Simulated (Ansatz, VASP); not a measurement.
# One calculation of ZnO, two programs

Contents of INCAR:

```
SYSTEM = ZnO
PREC = Accurate
ENCUT = 520
EDIFF = 1E-6
ISMEAR = 0
SIGMA = 0.05
LREAL = .False.
LASPH = .True.
NELM = 60
ALGO = Normal
ISIF = 2
LWAVE = .False.
LCHARG = .False.
GGA = PE
IVDW = 12
NBANDS = 26
```

File KPOINTS:

```
regular mesh
0
Gamma
  12 12 4
  0 0 0
```

Contents of POSCAR:

```
ZnO
1.0
    3.5418552532      0.0000000000      0.0000000000
   -1.7709276266      3.0673366258      0.0000000000
    0.0000000000      0.0000000000      6.1448280799
Zn O
2 2
Direct
    0.0000000000      0.0000000000      0.7500000000
    0.0000000000      0.0000000000      0.2500000000
    0.3333333333      0.6666666667      0.2500000000
    0.6666666667      0.3333333333      0.7500000000
```

Input for Ansatz:

```yaml
crystal:
  lattice:
    - [3.5418552532, 0.0, 0.0]
    - [-1.7709276266, 3.0673366258, 0.0]
    - [0.0, 0.0, 6.1448280799]
  atoms:
    - { symbol: Zn, position: [0.0, 0.0, 0.75] }
    - { symbol: Zn, position: [0.0, 0.0, 0.25] }
    - { symbol: O, position: [0.3333333333, 0.6666666667, 0.25] }
    - { symbol: O, position: [0.6666666667, 0.3333333333, 0.75] }
basis:
  ecutwfc: 420
kpoints:
  mp_grid: { grid: [12, 12, 4] }
hamiltonian:
  xc: pbe
  dispersion: d3bj
scf:
  occupations: { method: gaussian, width: 0.05 }
output:
  forces: true
  stress: true
  eigenvalues: true
```

Alike in both runs: task single point; functional PBE; dispersion D3(BJ); k mesh 12 × 12 × 4; occupations gaussian, width 0.05 eV; no spin polarisation.

|  | VASP | Ansatz |
| --- | --- | --- |
| version | VASP 6.6.1 | Ansatz 0.2.0 |
| potentials or method | VASP PAW PBE potentials, release 64 (Zn, O), cutoff 520 eV | scalar-relativistic, plane waves, PAW |
| valence electrons in the cell | 36 | 36 |

```tsv
	VASP	Ansatz	Ansatz less VASP
gap on the k mesh at the Fermi level (eV)	0.32	0.33	+0.009
least direct gap on the mesh (eV)	0.33	0.33	+0.006
pressure (GPa)	-16.1	-16.5	-0.33
traceless stress, the component that is largest in VASP (GPa)	15.55	16.02	+0.471
```
